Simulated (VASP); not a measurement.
KI2:

```
K I
1.0
     4.62495    0.00000    0.00000
    -2.31248    4.00533    0.00000
     0.00000    0.00000    5.93419
K I
1 2
Cartesian
  0.0000 0.0000 0.0000
  0.0000 2.6702 1.6221
  2.3125 1.3351 4.3121
```

- Program: VASP 6.6.1
- Task: relaxation of cell and atoms
- Functional: PBE
- Potentials or basis: VASP PAW PBE potentials, release 64 (K_sv, I)
- Cutoff: 600 eV
- k mesh: 6 × 6 × 4
- Occupations: gaussian, width 0.1 eV
- Spin: no spin polarisation

At the start: pressure 6.3 GPa; volume 36.64 Å³/atom.

**Question.** How do energy, volume and symmetry change on relaxing?

**Answer.** Over 13 steps the energy falls by 247.9 meV/atom and the volume is 46.81 Å³/atom (+27.8 %); space group P-3m1 (No. 164, to 0.05 Å).

Step by step:
```csv
step,energy change (eV),largest force (eV/Å),pressure (GPa),volume (Å³)
1,0.0000,0.6870,6.34,109.93
2,-0.5796,0.1854,1.34,134.60
3,-0.6432,0.0749,0.39,144.83
4,-0.6232,0.0654,-0.67,166.79
5,-0.6544,0.0045,-0.16,153.83
6,-0.6548,0.0126,-0.10,152.59
7,-0.6651,0.0032,-0.10,152.19
8,-0.6932,0.0222,-0.11,150.80
9,-0.7317,0.0512,-0.11,147.21
10,-0.7172,0.0635,-0.14,136.63
11,-0.7423,0.0508,-0.12,143.95
12,-0.7425,0.0504,-0.12,143.71
13,-0.7437,0.0337,0.10,140.43
```

Final structure:
```
K I
1.0
     5.56179    0.00000    0.00000
    -2.78090    4.81665    0.00000
     0.00000    0.00000    5.24221
K I
1 2
Direct
  0.00000 0.00000 0.00000
  0.33333 0.66667 0.28295
  0.66667 0.33333 0.71705
```

Caveat: the volume moved by over 15 % at a fixed basis, so the end points are rough; an odd number of electrons without spin polarisation forces a metal; a magnetic or distorted state may lie lower.
